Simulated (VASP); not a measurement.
# IrRu5 (Pmmm) in VASP: single point with PBE

Aim: the single point of IrRu5 with PBE.

All numbers are computed with VASP 6.6.1; they aren't measurements. Logs are shortened: lines on timing, memory, paths and dates and some standing lists are left out, and cuts for length are marked.

### 1 The cell of the first run

The structure is orthorhombic, space group Pmmm (No. 47). Conventional cell: a = 2.699 Å, b = 3.822 Å, c = 8.102 Å, α = 90.00°, β = 90.00°, γ = 90.00°. Within 3.5 Å of Ru (site symmetry mm2) lie 8 Ru at 2.68 to 2.74 Å and 4 Ir at 2.71 Å. Ru (site symmetry mm2) has 11 Ru at 2.68 to 2.70 Å and 1 Ir at 2.71 Å within 3.5 Å. Within 3.5 Å of Ru (site symmetry mmm) lie 12 Ru at 2.68 to 2.70 Å. Within 3.6 Å of Ir (site symmetry mmm) lie 2 Ir at 2.70 Å and 10 Ru at 2.71 Å.

### 2 Single point, PBE

Input file INCAR:

```
  ALGO = Fast
  EDIFF = 1E-6
  ENCUT = 520
  GGA = PE
  ISIF = 2
  ISMEAR = 0
  LASPH = T
  LCHARG = F
  LREAL = F
  LWAVE = F
  NBANDS = 48
  NELM = 100
  PREC = Accurate
  SIGMA = 0.1
```

Input file KPOINTS:

```
k-points
0
Gamma
  14 10 6
```

Input file POSCAR:

```
IrRu5
1.0
    2.6985881945      0.0000000000      0.0000000000
    0.0000000000      3.8220054114      0.0000000000
    0.0000000000      0.0000000000      8.1019845220
Ru Ir
5 1
Direct
    0.5000000000      0.5000000000      0.1693151593
    0.0000000000      0.0000000000      0.3348339845
    0.5000000000      0.5000000000      0.5000000000
    0.0000000000      0.0000000000      0.6651660155
    0.5000000000      0.5000000000      0.8306848407
    0.0000000000      0.0000000000      0.0000000000
```

Potentials or basis: VASP PAW PBE potentials, release 64 (Ru_pv, Ir).

Launch:

```console
cat potpaw_PBE.64/Ru_pv/POTCAR potpaw_PBE.64/Ir/POTCAR > POTCAR
mpirun -np 1 vasp_std > vasp.out
```

OUTCAR:

```text
EDIFF = 1E-6
   ENCUT = 520
   GGA = PE
   ISIF = 2
   ISMEAR = 0
   LASPH = T
   LREAL = F
   NELM = 100
   PREC = Accurate

 ion  position               nearest neighbor table
   1  0.500  0.500  0.169-   3 2.68   2 2.70   2 2.70   2 2.70   2 2.70   6 2.71   6 2.71   6 2.71
                             6 2.71   5 2.74
   2  0.000  0.000  0.335-   4 2.68   3 2.70   3 2.70   3 2.70   3 2.70   1 2.70   1 2.70   1 2.70
                             1 2.70   6 2.71
   3  0.500  0.500  0.500-   1 2.68   5 2.68   4 2.70   2 2.70   2 2.70   4 2.70   2 2.70   4 2.70
                             2 2.70   4 2.70
   4  0.000  0.000  0.665-   2 2.68   3 2.70   3 2.70   3 2.70   3 2.70   5 2.70   5 2.70   5 2.70
                             5 2.70   6 2.71
   5  0.500  0.500  0.831-   3 2.68   4 2.70   4 2.70   4 2.70   4 2.70   6 2.71   6 2.71   6 2.71
                             6 2.71   1 2.74
   6  0.000  0.000  0.000-   1 2.71   5 2.71   1 2.71   5 2.71   1 2.71   5 2.71   1 2.71   5 2.71
                             4 2.71   2 2.71

  LATTYP: Found a simple orthorhombic cell.
 ALAT       =     2.6985881945
 B/A-ratio  =     1.4162981292
 C/A-ratio  =     3.0023048861

  Lattice vectors:

 A1 = (   2.6985881945,   0.0000000000,   0.0000000000)
 A2 = (   0.0000000000,   3.8220054114,   0.0000000000)
 A3 = (   0.0000000000,   0.0000000000,   8.1019845220)

Analysis of symmetry for initial positions (statically):
=====================================================================
 Subroutine PRICEL returns:
 Original cell was already a primitive cell.

 Routine SETGRP: Setting up the symmetry group for a
 simple orthorhombic supercell.

 Subroutine GETGRP returns: Found  8 space group operations
 (whereof  8 operations were pure point group operations)
 out of a pool of  8 trial point group operations.

The static configuration has the point symmetry D_2h.

Analysis of symmetry for dynamics (positions and initial velocities):
=====================================================================
 Subroutine PRICEL returns:
 Original cell was already a primitive cell.

 Routine SETGRP: Setting up the symmetry group for a
 simple orthorhombic supercell.

 Subroutine GETGRP returns: Found  8 space group operations
 (whereof  8 operations were pure point group operations)
 out of a pool of  8 trial point group operations.

The dynamic configuration has the point symmetry D_2h.

 Subroutine INISYM returns: Found  8 space group operations
 (whereof  8 operations are pure point group operations),
 and found     1 'primitive' translations

----------------------------------------------------------------------------------------

                                     Primitive cell

  volume of cell :      83.5640

  direct lattice vectors                    reciprocal lattice vectors
     2.698588195  0.000000000  0.000000000     0.370564135  0.000000000  0.000000000
     0.000000000  3.822005411  0.000000000     0.000000000  0.261642748  0.000000000
     0.000000000  0.000000000  8.101984522     0.000000000  0.000000000  0.123426550

  length of vectors
     2.698588195  3.822005411  8.101984522     0.370564135  0.261642748  0.123426550

  position of ions in fractional coordinates (direct lattice)
     0.500000000  0.500000000  0.169315159
     0.000000000  0.000000000  0.334833985
     0.500000000  0.500000000  0.500000000
     0.000000000  0.000000000  0.665166015
     0.500000000  0.500000000  0.830684841
     0.000000000  0.000000000  0.000000000

  ion indices of the primitive-cell ions
   primitive index   ion index
                 1           1
                 2           2
                 3           3
                 4           4
                 5           5
                 6           6

----------------------------------------------------------------------------------------

 KPOINTS: k-points

Automatic generation of k-mesh.
 Grid dimensions read from file:
 generate k-points for:   14   10    6

 Generating k-lattice:

  Cartesian coordinates                     Fractional coordinates (reciprocal lattice)
     0.026468867  0.000000000  0.000000000     0.071428571  0.000000000  0.000000000
     0.000000000  0.026164275  0.000000000     0.000000000  0.100000000  0.000000000
     0.000000000  0.000000000  0.020571092     0.000000000  0.000000000  0.166666667

  Length of vectors
     0.026468867  0.026164275  0.020571092

  Shift w.r.t. Gamma in fractional coordinates (k-lattice)
     0.000000000  0.000000000  0.000000000

 Subroutine IBZKPT returns following result:
 ===========================================

 Found    192 irreducible k-points:

 Following reciprocal coordinates:
            Coordinates               Weight
  0.000000  0.000000  0.000000      1.000000
  0.071429  0.000000  0.000000      2.000000
  0.142857  0.000000  0.000000      2.000000
  0.214286  0.000000  0.000000      2.000000
  0.285714  0.000000  0.000000      2.000000
  0.357143  0.000000  0.000000      2.000000
[... 16 lines left out ...]
  0.428571  0.200000  0.000000      4.000000
  0.500000  0.200000  0.000000      2.000000
 [... further k-points ...]
   k-points           NKPTS =    192   k-points in BZ     NKDIM =    192   number of bands    NBANDS=     48
   number of dos      NEDOS =    301   number of ions     NIONS =      6
   total plane-waves  NPLWV =  33600
   dimension x,y,z NGX =    20 NGY =   28 NGZ =   60
   dimension x,y,z NGXF=    40 NGYF=   56 NGZF=  120
   ions per type =               5   1
   NGX,Y,Z   is equivalent  to a cutoff of  12.32, 12.18, 12.31 a.u.
   NGXF,Y,Z  is equivalent  to a cutoff of  24.64, 24.36, 24.62 a.u.
 SYSTEM =  unknown system
   PREC   = accura    normal or accurate (medium, high low for compatibility)
   ISTART =      0    job   : 0-new  1-cont  2-samecut
   ICHARG =      2    charge: 1-file 2-atom 10-const
   ISPIN  =      1    spin polarized calculation?
   LNONCOLLINEAR =      F non collinear calculations
   LSORBIT =      F    spin-orbit coupling
   LASPH  =      T    aspherical Exc in radial PAW
   ENCUT  =  520.0 eV  38.22 Ry    6.18 a.u.   5.02  7.11 15.06*2*pi/ulx,y,z
   NELM   =    100;   NELMIN=  2; NELMDL= -5     # of ELM steps
   EDIFF  = 0.1E-05   stopping-criterion for ELM
   LREAL  =      F    real-space projection
   EDIFFG = 0.1E-04   stopping-criterion for IOM
   NSW    =      0    number of steps for IOM
   IBRION =     -1    ionic relax: 0-MD 1-quasi-New 2-CG
   NFREE  =      0    steps in history (QN), initial steepest desc. (CG)
   ISIF   =      2    stress and relaxation
   ISYM   =      2    0-nonsym 1-usesym 2-fastsym
   POTIM  = 0.5000    time-step for ionic-motion
   TEBEG  =    0.0;   TEEND  =   0.0 temperature during run
   PSTRESS=    0.0 pullay stress
   NELECT =      79.0000    total number of electrons
   NUPDOWN=      -1.0000    fix difference up-down
   EMIN   =  10.00;   EMAX   =-10.00  energy-range for DOS
   EFERMI =   0.00;   METHOD = LEGACY
   ISMEAR =     0;   SIGMA  =   0.10  broadening in eV -4-tet -1-fermi 0-gaus
   EFERMI_NEDOS =   21; number of points for ismear=-14 and -15
   IALGO  =     68    algorithm
   IMIX   =      4    mixing-type and parameters
     AMIX     =   0.40;   BMIX     =  1.00
     AMIX_MAG =   1.60;   BMIX_MAG =  1.00
  volume/ion in A,a.u.               =      13.93        93.99
  Fermi-wavevector in a.u.,A,eV,Ry     =   1.606734  3.036288 35.124737  2.581595
  Thomas-Fermi vector in A             =   2.702875
   LORBIT       =      0    0 simple, 1 ext, 2 COOP (PROOUT), +10 PAW based schemes
   GGA     = PE    functional components
   LHFCALC =     F    Hartree Fock is set to
   AEXX    =    0.0000 exact exchange contribution
   IVDW    =     0    specifies the selected vdW correction
   LEPSILON=     F    determine dielectric tensor
   LRPA    =     F    only Hartree local field effects (RPA)
 non-spin polarized calculation
 RMM-DIIS sequential band-by-band and
 Gauss-broadening in eV      SIGMA  =   0.10
  energy-cutoff  :      520.00
  volume of cell :       83.56
 maximum number of plane-waves:      2280
   NGX = 11   NGY = 15   NGZ = 31

 number of electron      79.0000033 magnetization

 Free energy of the ion-electron system (eV)
  ---------------------------------------------------
  ext. energy  EPLUGINS =         0.00000000
  ---------------------------------------------------
  free energy    TOTEN  =       -54.70545796 eV

  energy without entropy =      -54.67669544  energy(sigma->0) =      -54.69107670

 E-fermi :  11.9882     XC(G=0): -13.9832

 val. band max:       11.9846210531   @ k =   0.2143   0.0000   0.1667
 cond. band min:      11.9893259508   @ k =   0.0714   0.2000   0.5000
 fundamental gap:      0.0047048977
 Fermi energy:        11.9882472441

 k-point     1 :       0.0000    0.0000    0.0000
  band No.  band energies     occupation
      1     -31.3384      2.00000
      2     -31.1519      2.00000
      3     -31.1515      2.00000
      4     -31.0950      2.00000
      5     -30.9796      2.00000
      6     -30.9222      2.00000
[... 40 lines left out ...]
     47      14.0797      0.00000
     48      15.1837      0.00000

 k-point     2 :       0.0714    0.0000    0.0000
  band No.  band energies     occupation
      1     -31.3260      2.00000
      2     -31.1507      2.00000
      3     -31.1433      2.00000
      4     -31.0984      2.00000
      5     -30.9847      2.00000
      6     -30.9195      2.00000
[... 40 lines left out ...]
     47      13.3620      0.00000
     48      14.0119      0.00000

 k-point     3 :       0.1429    0.0000    0.0000
  band No.  band energies     occupation
      1     -31.2896      2.00000
      2     -31.1516      2.00000
      3     -31.1184      2.00000
      4     -31.1116      2.00000
      5     -31.0032      2.00000
      6     -30.9120      2.00000
[... 1060 lines left out ...]
     47      15.7249      0.00000
     48      15.9414      0.00000

 k-point    24 :       0.5000    0.2000    0.0000
  band No.  band energies     occupation
      1     -31.2977      2.00000
      2     -31.2961      2.00000
      3     -31.2952      2.00000
      4     -31.2731      2.00000
      5     -31.2233      2.00000
      6     -30.9780      2.00000
[... 40 lines left out ...]
     47      15.5582      0.00000
     48      17.1877      0.00000

 [... further k-points ...]

------------------------ aborting loop because EDIFF is reached ----------------------------------------

  FORCE on cell =-STRESS in cart. coord.  units (eV):
  Direction    XX          YY          ZZ          XY          YZ          ZX
  --------------------------------------------------------------------------------------
  -------------------------------------------------------------------------------------
  Total       -0.0070130     -0.0038987      0.0158977      0.0000000      0.0000000      0.0000000
  in kB       -0.1344611     -0.0747492      0.3048071      0.0000000      0.0000000      0.0000000
  external PRESSURE =       0.0318656 kB  Pullay stress =       0.0000000 kB

 VOLUME and BASIS-vectors are now :
 -----------------------------------------------------------------------------
  energy-cutoff  :      520.00
  volume of cell :       83.56
      direct lattice vectors                 reciprocal lattice vectors
     2.698588195  0.000000000  0.000000000     0.370564135  0.000000000  0.000000000
     0.000000000  3.822005411  0.000000000     0.000000000  0.261642748  0.000000000
     0.000000000  0.000000000  8.101984522     0.000000000  0.000000000  0.123426550

 POSITION                                       TOTAL-FORCE (eV/Angst)
 -----------------------------------------------------------------------------------
      1.34929      1.91100      1.37179        -0.000000      0.000000      0.016597
      0.00000      0.00000      2.71282        -0.000000      0.000000      0.003984
      1.34929      1.91100      4.05099        -0.000000      0.000000      0.000000
      0.00000      0.00000      5.38916         0.000000      0.000000     -0.003984
      1.34929      1.91100      6.73020        -0.000000      0.000000     -0.016597
      0.00000      0.00000      0.00000        -0.000000      0.000000      0.000000
 -----------------------------------------------------------------------------------
    total drift:                               -0.000000     -0.000000      0.000000

  FREE ENERGIE OF THE ION-ELECTRON SYSTEM (eV)
  ---------------------------------------------------
  free  energy   TOTEN  =       -54.7054579559 eV

  energy  without entropy=      -54.6766954410  energy(sigma->0) =      -54.69107670
```

It took 16 min on 1 thread of Intel Xeon 6975P-C (Granite Rapids), shared host; peak memory 0.62 GiB.

What came out:

```
Free energy            : -54.7055 eV
Pressure               : 0.0 GPa
Largest force          : 0.017 eV/Å
Band gap on the k mesh : zero (an odd number of electrons rules out a gap without spin polarisation)
```

Forces in eV/Å, atoms in the order of the input:
```
Ru   0.000  0.000  0.017
Ru   0.000  0.000  0.004
Ru   0.000  0.000  0.000
Ru   0.000  0.000 -0.004
Ru   0.000  0.000 -0.017
Ir   0.000  0.000  0.000
```

Caveat: spin-orbit coupling is left out, which moves the levels of the heavy elements.
